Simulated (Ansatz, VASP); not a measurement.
**One calculation of TiInSe3, two programs**

```
CELL_PARAMETERS angstrom
5.02023 0.00000 0.00000
0.00000 5.02023 0.00000
0.00000 0.00000 5.02023
ATOMIC_POSITIONS crystal
Ti 0.50000 0.50000 0.50000
In 0.00000 0.00000 0.00000
Se 0.00000 0.50000 0.50000
Se 0.50000 0.50000 0.00000
Se 0.50000 0.00000 0.50000
```

Change from the starting cell: species swapped into the ZnCo3C type (Pm-3m, No. 221).

Alike in both runs: task relaxation of cell and atoms; functional PBE; k mesh 8 × 8 × 8; occupations gaussian, width 0.1 eV; no spin polarisation.

|  | VASP | Ansatz |
| --- | --- | --- |
| version | VASP 6.6.1 | Ansatz 0.2.0 |
| potentials or method | VASP PAW PBE potentials, release 64 (Ti_sv, In_d, Se), cutoff 600 eV | scalar-relativistic, plane waves, PAW |
| valence electrons in the cell | 43 | 73 |

```csv
,VASP,Ansatz,Ansatz less VASP
"gap on the k mesh at the Fermi level, each at its own relaxed structure (eV)",none,none,-
relaxed volume (Å³/atom),25.41,25.36,-0.043
relaxed length of the cell vector where the two differ most in proportion (Å),5.027,5.024,-0.0028
```

A gap of «none» marks a metal or a gap that the smearing closes. VASP's potentials hold 43 valence electrons a cell and Ansatz's 73, so a difference there can come from the potentials and not from the codes.
